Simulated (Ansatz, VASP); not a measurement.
# Mg: VASP beside Ansatz

INCAR

```
SYSTEM = Mg
ALGO = Fast ; EDIFF = 1E-6
ENCUT = 520 ; GGA = PS
ISIF = 2 ; ISMEAR = 0
LASPH = .True. ; LCHARG = .True.
LELF = .True. ; LREAL = .False.
LVHAR = .True. ; LWAVE = .False.
NBANDS = 7 ; NELM = 80
PREC = Accurate ; SIGMA = 0.1
```

The input KPOINTS:

```
k-points
0
Gamma
  8 8 8
  0 0 0
```

POSCAR

```
Mg
1.0
   -1.8359916300      1.8359916300      1.6794040200
    1.8359916300     -1.8359916300      1.6794040200
    1.8359916300      1.8359916300     -1.6794040200
Mg
1
Direct
    0.0000000000      0.0000000000      0.0000000000
```

Input for Ansatz:

```yaml
crystal:
  lattice:
    - [-1.83599163, 1.83599163, 1.67940402]
    - [1.83599163, -1.83599163, 1.67940402]
    - [1.83599163, 1.83599163, -1.67940402]
  atoms:
    - { symbol: Mg, position: [0.0, 0.0, 0.0] }
basis:
  ecutwfc: 420
kpoints:
  mp_grid: { grid: [8, 8, 8] }
hamiltonian:
  xc: pbesol
scf:
  occupations: { method: gaussian, width: 0.1 }
  lower_state_search: "off"
output:
  forces: true
  stress: true
  eigenvalues: true
```

Alike in both runs: task single point; functional PBEsol; k mesh 8 × 8 × 8; occupations gaussian, width 0.1 eV; no spin polarisation.

|  | VASP | Ansatz |
| --- | --- | --- |
| version | VASP 6.6.1 | Ansatz 0.2.0 |
| potentials or method | VASP PAW PBE potentials, release 64 (Mg), cutoff 520 eV | scalar-relativistic, plane waves, PAW |
| valence electrons in the cell | 2 | 10 |

```csv
,VASP,Ansatz,Ansatz less VASP
gap on the k mesh at the Fermi level (eV),none,none,-
pressure (GPa),-0.3,-0.2,+0.05
"traceless stress, the component that is largest in VASP (GPa)",-0.36,-0.37,-0.007
```

VASP's potentials were made for PBE, not for PBEsol. A gap of «none» marks a metal or a gap that the smearing closes. VASP's potentials hold 2 valence electrons a cell and Ansatz's 10, so a difference there can come from the potentials and not from the codes.
